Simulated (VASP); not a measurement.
Crystal: Sb3Se.

```
CELL_PARAMETERS angstrom
1.75595 -2.92286 0.00000
1.75595 2.92286 0.00000
0.00000 0.00000 10.21762
ATOMIC_POSITIONS crystal
Sb 0.50000 0.50000 0.77244
Sb 0.00000 0.00000 0.50000
Sb 0.50000 0.50000 0.22756
Se 0.00000 0.00000 0.00000
```

The cell was built from a structure type or drawn by symmetry, and may not be a known phase.

| Property | Result |
| --- | --- |
| Program | VASP 6.6.1 |
| Task | relaxation of cell and atoms |
| Functional | PBE |
| Potentials or basis | VASP PAW PBE potentials, release 64 (Sb, Se) |
| Cutoff | 600 eV |
| k mesh | 16 × 16 × 6 |
| Occupations | gaussian, width 0.1 eV |
| Spin | no spin polarisation |

At the start: pressure -0.3 GPa; volume 26.22 Å³/atom.

**Question.** How do energy, volume and symmetry change on relaxing?

**Answer.** Over 15 steps the energy falls by 14.7 meV/atom and the volume is 26.04 Å³/atom (-0.7 %); space group Cmmm (No. 65, to 0.1 Å) before and after.

Step by step:
| step | energy change (eV) | largest force (eV/Å) | pressure (GPa) | volume (Å³) |
| --- | --- | --- | --- | --- |
| 1 | 0.0000 | 0.1412 | -0.31 | 104.88 |
| 2 | -0.0192 | 0.0450 | 0.12 | 104.10 |
| 3 | -0.0354 | 0.1422 | 1.02 | 102.71 |
| 4 | -0.0472 | 0.1406 | 0.26 | 103.81 |
| 5 | -0.0500 | 0.1274 | -0.37 | 104.80 |
| 6 | -0.0501 | 0.1282 | -0.32 | 104.72 |
| 7 | -0.0529 | 0.1186 | -0.22 | 104.51 |
| 8 | -0.0565 | 0.0792 | 0.07 | 103.98 |
| 9 | -0.0565 | 0.0713 | 0.12 | 103.90 |
| 10 | -0.0579 | 0.0430 | 0.00 | 104.15 |
| 11 | -0.0583 | 0.0108 | -0.13 | 104.44 |
| 12 | -0.0585 | 0.0076 | 0.10 | 104.05 |
| 13 | -0.0585 | 0.0087 | 0.04 | 104.17 |
| 14 | -0.0586 | 0.0021 | 0.02 | 104.17 |
| 15 | -0.0587 | 0.0071 | -0.01 | 104.17 |

Final structure:
```
Sb Se
1.0
     1.87508   -2.86985    0.00000
     1.87508    2.86985    0.00000
     0.00000    0.00000    9.67928
Sb Se
3 1
Direct
  0.50000 0.50000 0.77067
  0.00000 0.00000 0.50000
  0.50000 0.50000 0.22933
  0.00000 0.00000 0.00000
```

Caveat: the highest band is partly filled, so the run has too few bands.
